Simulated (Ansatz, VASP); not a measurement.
Two plane-wave programs on SnSe

```
CELL_PARAMETERS angstrom
4.31519 0.00000 0.00000
0.00000 4.31519 0.00000
0.00000 0.00000 10.74651
ATOMIC_POSITIONS crystal
Sn 0.50000 0.00000 0.37359
Sn 0.00000 0.50000 0.62641
Se 0.50000 0.00000 0.62645
Se 0.00000 0.50000 0.37355
```

Alike in both runs: functional PBE; k mesh 6 × 6 × 3; occupations fermi-dirac, width 0.02 eV; no spin polarisation.

Ansatz relaxed the structure, and its values are those at the end. VASP's run is a single point on that final structure, the one shown.

```csv
,VASP,Ansatz
version,VASP 6.6.1,Ansatz 0.2.0
potentials or method,"VASP PAW PBE potentials, release 64 (Sn_d, Se)","PAW with Ansatz's default frozen-core files, scalar-relativistic"
plane-wave cutoff (eV),520,420
valence electrons in the cell,40,60
```

|  | VASP | Ansatz | Ansatz less VASP |
| --- | --- | --- | --- |
| rms of the force components (eV/Å) | 0.007 | 0.001 | -0.0059 |

With one functional, cell and mesh, what is left measures potentials, basis and numerics. VASP's potentials hold 40 valence electrons a cell and Ansatz's 60, so a difference there can come from the potentials and not from the codes.
